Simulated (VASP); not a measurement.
Set up this calculation in VASP 6.6.1, as the native input.

```yaml
Task: single point
Functional: BLYP
Potentials_or_basis: VASP PAW PBE potentials, release 64 (Sn_d)
Cutoff: 520 eV
k_mesh: 12 × 12 × 6
Occupations: fermi-dirac, width 0.1 eV
Spin: no spin polarisation
Dipole_correction: no
Further_INCAR_settings: ALGO = Normal; EDIFF = 1e-07; NBANDS = 21
```

The structure of Sn lies in POSCAR:

```
Sn
1.0
    3.5841528945      0.0000000000      0.0000000000
   -1.7920764472      3.1039674577      0.0000000000
    0.0000000000      0.0000000000      5.9529593203
Sn
2
Direct
    0.3333333333      0.6666666667      0.2500000000
    0.6666666667      0.3333333333      0.7500000000
```

This cell differs from its parent crystal: volume scaled by 1.08.

The input as run:

INCAR

```
PREC = Accurate ; ENCUT = 520
EDIFF = 1E-7 ; ISMEAR = -1
SIGMA = 0.1 ; LREAL = F
LASPH = T ; NELM = 100
ALGO = Normal ; ISIF = 2
LWAVE = F ; LCHARG = F
GGA = B5 ; ALDAX = 1.0
AGGAX = 1.0 ; AGGAC = 1.0
ALDAC = 0.0 ; NBANDS = 21
```

KPOINTS

```
Automatic mesh
0
Gamma
  12 12 6
```

Potentials or basis: VASP PAW PBE potentials, release 64 (Sn_d).

Run with:

```sh
$ cat potpaw_PBE.64/Sn_d/POTCAR > POTCAR
$ mpirun -np 1 vasp_std > vasp.out
```

It gave:

| Item | Value |
| --- | --- |
| Pressure | -2.3 GPa |
| Band gap on the k mesh | zero (band 14 reaches 11.09 eV, above the bottom of band 15 at 4.51 eV) |

Caveat: the PAW data sets were made with another functional, which shifts forces and pressure a little; spin-orbit coupling is left out, which moves the levels of the heavy elements.

Run time: 2.6 min on 1 thread of AMD EPYC 7R13 Processor (Zen 3) (shared host), peak memory 0.2 GiB.
